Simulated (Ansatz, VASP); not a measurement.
This is a calculation of HfC for Ansatz 0.2.0.

Contents of input.yaml:

```yaml
crystal:
  lattice:
    - [0.0, 2.325, 2.325]
    - [2.325, 0.0, 2.325]
    - [2.325, 2.325, 0.0]
  atoms:
    - { symbol: Hf, position: [0.5, 0.5, 0.5] }
    - { symbol: C, position: [0.0, 0.0, 0.0] }
kpoints:
  mp_grid: { grid: [7, 7, 7] }
scf:
  occupations: { method: fermi_dirac, width: 0.04 }
hamiltonian:
  xc: pbe
  pseudopotentials: { kind: all_electron, lapw: { basis_error: 0.004 } }
output:
  forces: true
  stress: true
  eigenvalues: true
```

Potentials or basis: all-electron LAPW, scalar-relativistic.

Command:

```bash
$ ansatz run input.yaml --threads 1 --pin off --max-ram 3072MiB --backend cpu --events-out ev --progress --plain --runs-dir out
```

**Question.** Translate it to VASP 6.6.1. Potentials there: VASP PAW PBE potentials, release 64 (Hf_pv, C).

**Answer.** As run (the cutoff follows the program's own potentials):

INCAR

```
  ALGO = Normal
  EDIFF = 1E-6
  ENCUT = 520
  GGA = PE
  ISIF = 2
  ISMEAR = -1
  LASPH = T
  LCHARG = F
  LREAL = F
  LWAVE = F
  NBANDS = 14
  NELM = 100
  PREC = Accurate
  SIGMA = 0.04
```

The input KPOINTS:

```
k-points
0
Gamma
  7 7 7
```

File POSCAR:

```
HfC
1.0
    0.0000000000      2.3250000000      2.3250000000
    2.3250000000      0.0000000000      2.3250000000
    2.3250000000      2.3250000000      0.0000000000
Hf C
1 1
Direct
    0.5000000000      0.5000000000      0.5000000000
    0.0000000000      0.0000000000      0.0000000000
```

Potentials or basis: VASP PAW PBE potentials, release 64 (Hf_pv, C).

Command:

```bash
$ cat potpaw_PBE.64/Hf_pv/POTCAR potpaw_PBE.64/C/POTCAR > POTCAR
$ mpirun -np 1 vasp_std > vasp.out
```

Both were run:

|  | VASP | Ansatz | Ansatz less VASP |
| --- | --- | --- | --- |
| gap on the k mesh at the Fermi level (eV) | none | none | - |
| pressure (GPa) | -0.4 | 0.4 | +0.73 |

A gap of «none» marks a metal or a gap that the smearing closes. Ansatz ran all-electron here, and VASP with PAW potentials.

Neither program's run includes spin-orbit coupling. Noted on Ansatz's run: the k mesh is thin for a metal, which can move the energy by tens of meV per atom.
